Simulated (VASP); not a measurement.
# AlNi (P4mm) in VASP: further runs, part 2 of 2

VASP 6.6.1. The steps go on from the part before.

## (3) Single point, PBEsol (atoms displaced along a vibrational mode, the cell strained)

Input file INCAR:

```
PREC = Accurate
ENCUT = 520
EDIFF = 1E-7
ISMEAR = 0
SIGMA = 0.15
LREAL = F
LASPH = T
NELM = 60
ALGO = Normal
ISIF = 2
LWAVE = F
LCHARG = T
GGA = PS
LELF = T
LVHAR = T
NBANDS = 14
```

Input file KPOINTS:

```
Automatic mesh
0
Gamma
  16 16 16
```

Input file POSCAR:

```
AlNi
1.0
    2.9333689589      0.0000000000      0.0000000000
    0.0000000000      2.9333689589      0.0000000000
    0.0000000000      0.0000000000      2.9333689589
Al Ni
1 1
Direct
    0.0000000000      0.0000000000     -0.0331956196
    0.5000000000      0.5000000000      0.5152601295
```

Potentials or basis: VASP PAW PBE potentials, release 64 (Al, Ni).

Command:

```bash
$ cat potpaw_PBE.64/Al/POTCAR potpaw_PBE.64/Ni/POTCAR > POTCAR
$ mpirun -np 1 vasp_std > vasp.out
```

OUTCAR:

```text
PREC = Accurate
   ENCUT = 520
   EDIFF = 1E-7
   ISMEAR = 0
   LREAL = F
   LASPH = T
   NELM = 60
   ISIF = 2
   GGA = PS

 ion  position               nearest neighbor table
   1  0.000  0.000  0.967-   2 2.46   2 2.46   2 2.46   2 2.46   2 2.63   2 2.63   2 2.63   2 2.63

   2  0.500  0.500  0.515-   1 2.46   1 2.46   1 2.46   1 2.46   1 2.63   1 2.63   1 2.63   1 2.63

  LATTYP: Found a simple cubic cell.
 ALAT       =     2.9333689589

  Lattice vectors:

 A1 = (   2.9333689589,   0.0000000000,   0.0000000000)
 A2 = (   0.0000000000,   2.9333689589,   0.0000000000)
 A3 = (   0.0000000000,   0.0000000000,   2.9333689589)

Analysis of symmetry for initial positions (statically):
=====================================================================
 Subroutine PRICEL returns:
 Original cell was already a primitive cell.

 Routine SETGRP: Setting up the symmetry group for a
 simple cubic supercell.

 Subroutine GETGRP returns: Found  8 space group operations
 (whereof  8 operations were pure point group operations)
 out of a pool of 48 trial point group operations.

The static configuration has the point symmetry C_4v.

Analysis of symmetry for dynamics (positions and initial velocities):
=====================================================================
 Subroutine PRICEL returns:
 Original cell was already a primitive cell.

 Routine SETGRP: Setting up the symmetry group for a
 simple cubic supercell.

 Subroutine GETGRP returns: Found  8 space group operations
 (whereof  8 operations were pure point group operations)
 out of a pool of 48 trial point group operations.

The dynamic configuration has the point symmetry C_4v.

 Subroutine INISYM returns: Found  8 space group operations
 (whereof  8 operations are pure point group operations),
 and found     1 'primitive' translations

----------------------------------------------------------------------------------------

                                     Primitive cell

  volume of cell :      25.2406
[... 114 lines left out ...]
   GGA     = PS    functional components
   LHFCALC =     F    Hartree Fock is set to
   AEXX    =    0.0000 exact exchange contribution
   IVDW    =     0    specifies the selected vdW correction
   LEPSILON=     F    determine dielectric tensor
   LRPA    =     F    only Hartree local field effects (RPA)
 non-spin polarized calculation
 Gauss-broadening in eV      SIGMA  =   0.15
  energy-cutoff  :      520.00
  volume of cell :       25.24
 maximum number of plane-waves:       701
 NGX is ok and might be reduce to    24
   NGX = 11   NGY = 11   NGZ = 11

 number of electron      13.0000000 magnetization

 Free energy of the ion-electron system (eV)
  ---------------------------------------------------
  ext. energy  EPLUGINS =         0.00000000
  ---------------------------------------------------
  free energy    TOTEN  =       -11.48177699 eV

  energy without entropy =      -11.47262562  energy(sigma->0) =      -11.47720130

 E-fermi :   9.2020     XC(G=0): -11.9015

 val. band max:        9.1938291760   @ k =   0.3125   0.0000   0.0000
 cond. band min:       9.2024081999   @ k =   0.1250   0.3750   0.3125
 fundamental gap:      0.0085790240
 Fermi energy:         9.2020393077

 k-point     1 :       0.0000    0.0000    0.0000
  band No.  band energies     occupation
      1      -1.5382      2.00000
      2       6.1877      2.00000
      3       6.2053      2.00000
      4       7.7399      2.00000
      5       7.7575      2.00000
      6       7.7575      2.00000
      7      14.4803      0.00000
      8      14.4803      0.00000
      9      14.5034      0.00000
     10      17.1925      0.00000
     11      17.1964      0.00000
     12      21.8717      0.00000
     13      29.3261      0.00000
     14      29.3335      0.00000
[... 377 lines left out ...]
      1      -0.8506      2.00000
      2       6.0782      2.00000
      3       6.3293      2.00000
      4       7.4967      2.00000
      5       7.5144      2.00000
      6       7.7566      2.00000
      7      11.1208      0.00000
      8      14.4924      0.00000
      9      15.3574      0.00000
     10      17.7827      0.00000
     11      20.0544      0.00000
     12      24.2698      0.00000
     13      25.0461      0.00000
     14      25.7041      0.00000

 [... further k-points ...]
[... 5 lines left out ...]
  --------------------------------------------------------------------------------------
  -------------------------------------------------------------------------------------
  Total       -1.4777617     -1.4777617     -1.5771759      0.0000000      0.0000000      0.0000000
  in kB      -93.8026066    -93.8026066   -100.1130382      0.0000000      0.0000000      0.0000000
  external PRESSURE =     -95.9060838 kB  Pullay stress =       0.0000000 kB

 VOLUME and BASIS-vectors are now :
 -----------------------------------------------------------------------------
  energy-cutoff  :      520.00
  volume of cell :       25.24
      direct lattice vectors                 reciprocal lattice vectors
     2.933368959  0.000000000  0.000000000     0.340904951  0.000000000  0.000000000
     0.000000000  2.933368959  0.000000000     0.000000000  0.340904951  0.000000000
     0.000000000  0.000000000  2.933368959     0.000000000  0.000000000  0.340904951

 POSITION                                       TOTAL-FORCE (eV/Angst)
 -----------------------------------------------------------------------------------
      0.00000      0.00000      2.83599         0.000000      0.000000      0.653614
      1.46668      1.46668      1.51145        -0.000000      0.000000     -0.653614
 -----------------------------------------------------------------------------------
    total drift:                                0.000000     -0.000000     -0.000389

  FREE ENERGIE OF THE ION-ELECTRON SYSTEM (eV)
  ---------------------------------------------------
  free  energy   TOTEN  =       -11.4817769892 eV

  energy  without entropy=      -11.4726256160  energy(sigma->0) =      -11.47720130
```

Wall time 39 s (1 thread of Intel Xeon 6975P-C (Granite Rapids), shared host); peak memory 0.26 GiB.

Results:

- Free energy: -11.4818 eV
- Pressure: -9.6 GPa
- Largest force: 0.654 eV/Å
- Band gap on the k mesh: zero (an odd number of electrons rules out a gap without spin polarisation)

Forces on the atoms (eV/Å):
```
Al   0.000  0.000  0.654
Ni   0.000  0.000 -0.654
```

Caveat: the cell differs from its parent crystal (atoms displaced along a vibrational mode, the cell strained); the cell stands under tension; the PAW data sets were made with another functional, which shifts forces and pressure a little. Spin polarisation is off, so any magnetic state and its effect on volume and gap are missing.
